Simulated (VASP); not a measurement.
Input of a VASP 6.6.1 run:

Contents of INCAR:

```
PREC = Accurate ; ENCUT = 600
EDIFF = 1E-8 ; ISMEAR = 0
SIGMA = 0.01 ; LREAL = F
LASPH = T ; NELM = 100
ALGO = Normal ; ISIF = 3
LWAVE = F ; LCHARG = F
IBRION = 6 ; NFREE = 2
POTIM = 0.015 ; NSW = 1
```

The input KPOINTS:

```
Automatic mesh
0
Gamma
  8 8 8
```

File POSCAR:

```
InP
1.0
    0.0000000000      2.9132000000      2.9132000000
    2.9132000000      0.0000000000      2.9132000000
    2.9132000000      2.9132000000      0.0000000000
In P
1 1
Direct
    0.0000000000      0.0000000000      0.0000000000
    0.2500000000      0.2500000000      0.2500000000
```

Potentials or basis: VASP PAW LDA potentials, release 64 (In_d, P).

Run with:

```console
$ cat potpaw_LDA.64/In_d/POTCAR potpaw_LDA.64/P/POTCAR > POTCAR
$ mpirun -np 1 vasp_std > vasp.out
```

Task: Estimate the elastic constants C11, C12, C44.

Result: 101, 57, 46 GPa.

Task: Estimate the Voigt bulk modulus.

Result: 72 GPa.

Task: Estimate the highest phonon frequency at Γ, LO-TO splitting left out.

Result: 303 cm⁻¹.

Elastic tensor in Voigt notation (GPa, in the Cartesian axes of the cell as first typed):
```
101  57  57   0   0   0
 57 101  57   0   0   0
 57  57 101   0   0   0
  0   0   0  46   0   0
  0   0   0   0  46   0
  0   0   0   0   0  46
```
